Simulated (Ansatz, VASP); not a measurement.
**ZnS: VASP beside Ansatz**

```
Zn S
1.0
     3.69667    0.00000    0.00000
    -1.84833    3.30042    0.00000
     0.00000    0.00000    6.23400
Zn S
2 2
Cartesian
  0.0000 2.2003 0.0000
  1.8483 1.1001 3.1170
  0.0000 2.2003 2.4001
  1.8483 1.1001 5.5171
```

Change from the starting cell: strain -0.0300 x Voigt [1, 0, 0, 0, 0, 0], atoms carried along.

Alike in both runs: task single point; functional r2SCAN; k mesh 6 × 6 × 4; occupations gaussian, width 0.05 eV; no spin polarisation.

|  | VASP | Ansatz |
| --- | --- | --- |
| version | VASP 6.6.1 | Ansatz 0.2.0 |
| potentials or method | VASP PAW PBE potentials, release 64 (Zn, S), cutoff 520 eV | scalar-relativistic, plane waves, PAW |
| valence electrons in the cell | 36 | 36 |

|  | VASP | Ansatz | Ansatz less VASP |
| --- | --- | --- | --- |
| gap on the k mesh at the Fermi level (eV) | 2.87 | 2.86 | -0.011 |
| least direct gap on the mesh (eV) | 2.87 | 2.86 | -0.011 |
| pressure (GPa) | 3.0 | 2.9 | -0.09 |
| traceless stress, the component that is largest in VASP (GPa) | 3.66 | 3.62 | -0.045 |
| rms of the force components (eV/Å) | 0.290 | 0.291 | +0.0006 |

VASP's potentials were made for PBE, not for r2SCAN. Atom by atom the forces differ by 0.007 eV/Å (rms over components).
